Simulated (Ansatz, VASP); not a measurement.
## Y: VASP beside Ansatz

INCAR

```
PREC = Accurate ; ENCUT = 520
EDIFF = 1E-7 ; ISMEAR = -1
SIGMA = 0.1 ; LREAL = F
LASPH = T ; NELM = 100
ALGO = Normal ; ISIF = 2
LWAVE = F ; LCHARG = F
GGA = RE ; NBANDS = 24
```

Contents of KPOINTS:

```
Automatic mesh
0
Gamma
  7 7 10
```

POSCAR

```
Y
1.0
    5.9264700365      0.0000000000      0.0000000000
   -2.9632350182      5.1324736064      0.0000000000
    0.0000000000      0.0000000000      3.7010979455
Y
3
Direct
    1.0000000000      0.0000000000      1.0000000000
    0.3333333333      0.6666666667      0.5000000000
    0.6666666667      0.3333333333      0.5000000000
```

Input for Ansatz:

```yaml
crystal:
  lattice:
    - [5.9264700365, 0.0, 0.0]
    - [-2.9632350182, 5.1324736064, 0.0]
    - [0.0, 0.0, 3.7010979455]
  atoms:
    - { symbol: "Y", position: [1.0, 0.0, 1.0] }
    - { symbol: "Y", position: [0.3333333333, 0.6666666667, 0.5] }
    - { symbol: "Y", position: [0.6666666667, 0.3333333333, 0.5] }
hamiltonian:
  xc: revpbe
  pseudopotentials:
    kind: paw
    azcp:
      "Y": "pseudopotentials/Y.paw.azcp"
basis:
  ecutwfc: 420
  fft_grid_basis: typed
kpoints:
  mp_grid: { grid: [7, 7, 10], shift: [0, 0, 0] }
magnetization:
  spin_polarized: false
scf:
  occupations: { method: fermi_dirac, width: 0.1 }
  lower_state_search: "off"
output:
  stress: true
```

Alike in both runs: task single point; functional revPBE; k mesh 7 × 7 × 10; occupations fermi-dirac, width 0.1 eV; no spin polarisation.

|  | VASP | Ansatz |
| --- | --- | --- |
| version | VASP 6.6.1 | Ansatz 0.2.0 |
| potentials or method | VASP PAW PBE potentials, release 64 (Y_sv), cutoff 520 eV | plane waves (420 eV) with PAW, scalar-relativistic |
| valence electrons in the cell | 33 | 33 |

```csv
,VASP,Ansatz,Ansatz less VASP
pressure (GPa),-3.6,-3.5,+0.05
"traceless stress, the component that is largest in VASP (GPa)",0.10,0.10,-0.005
```

VASP's potentials were made for PBE, not for revPBE. The functional is the same, so the differences come from potentials, cutoffs and numerics.
